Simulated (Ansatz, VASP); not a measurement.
## One calculation of BaCo, two programs

Contents of INCAR:

```
  PREC = Accurate
  ENCUT = 600
  EDIFF = 1E-6
  ISMEAR = -1
  SIGMA = 0.1
  LREAL = F
  LASPH = T
  NELM = 120
  ALGO = Normal
  ISIF = 2
  LWAVE = F
  LCHARG = F
  GGA = PE
  NBANDS = 16
  GGA_COMPAT = F
```

The input KPOINTS:

```
regular mesh
0
Gamma
  7 7 4
```

File POSCAR:

```
BaCo
1.0
    3.2291000000      0.0000000000      0.0000000000
   -1.6145500000      2.7964830000      0.0000000000
    0.0000000000      0.0000000000      5.2730990000
Ba Co
1 1
Direct
    0.0000000000      0.0000000000      0.0000000000
    0.3333330000      0.6666670000      0.5000000000
```

Input for Ansatz:

```yaml
crystal:
  lattice:
  - [3.2291, 0.0, 0.0]
  - [-1.61455, 2.796483, 0.0]
  - [0.0, 0.0, 5.273099]
  atoms:
  - symbol: Ba
    position: [0.0, 0.0, 0.0]
  - symbol: Co
    position: [0.333333, 0.666667, 0.5]
kpoints:
  mp_grid:
    grid: [7, 7, 4]
    shift: [0.0, 0.0, 0.0]
hamiltonian:
  xc: pbe
  dispersion: none
  pseudopotentials:
    kind: all_electron
    lapw: {basis_error: 0.025 meV}
magnetization: {spin_polarized: false}
scf:
  occupations: {method: fermi_dirac, width: 0.1 eV}
  convergence: {dr2_threshold: 2e-10 eV}
  max_iter: 300
  n_bands: 38
output: {forces: true, stress: true, eigenvalues: true}
```

Alike in both runs: task single point; functional PBE; k mesh 7 × 7 × 4; no spin polarisation.

|  | VASP | Ansatz |
| --- | --- | --- |
| version | VASP 6.6.1 | Ansatz 0.2 development build |
| potentials or method | VASP PAW PBE potentials, release 64 (Ba_sv, Co), cutoff 600 eV | all-electron full-potential LAPW, scalar-relativistic |
| occupations | fermi-dirac, width 0.1 eV | fermi-dirac |

VASP gave:

- pressure (GPa): 2.4
- traceless stress, the component that is largest in VASP (GPa): -10.67

Q: What did Ansatz give for the same quantities?

A: Pressure (GPa): 0.2; traceless stress, the component that is largest in VASP (GPa): -10.37.

Ansatz ran all-electron here, and VASP with PAW potentials. Ansatz's warnings: structure snapped to symmetry.

Spin-orbit coupling is off throughout.
